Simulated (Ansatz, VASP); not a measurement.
**KF: VASP beside Ansatz**

```
K F
1.0
     0.00000    2.58172    2.29128
     2.67208    0.00000    2.29128
     2.67208    2.58172    0.00000
K F
1 1
Cartesian
  0.0000 0.0000 0.0000
  2.6721 2.5817 2.2913
```

Change from the starting cell: normal strain along x +0.0350, normal strain along z -0.1125.

Alike in both runs: task single point; functional LDA; k mesh 8 × 8 × 8; occupations gaussian, width 0.05 eV; no spin polarisation.

```csv
,VASP,Ansatz
version,VASP 6.6.1,Ansatz 0.2.0
potentials or method,"VASP PAW LDA potentials, release 64 (K_sv, F), cutoff 520 eV","scalar-relativistic, plane waves, PAW"
valence electrons in the cell,16,16
```

```tsv
	VASP	Ansatz	Ansatz less VASP
gap on the k mesh at the Fermi level (eV)	6.13	6.15	+0.025
least direct gap on the mesh (eV)	6.20	6.23	+0.029
pressure (GPa)	8.5	8.0	-0.56
traceless stress, the component that is largest in VASP (GPa)	15.37	14.65	-0.727
```

LDA's correlation is that of Perdew and Zunger in VASP and of Perdew and Wang (1992) in Ansatz.
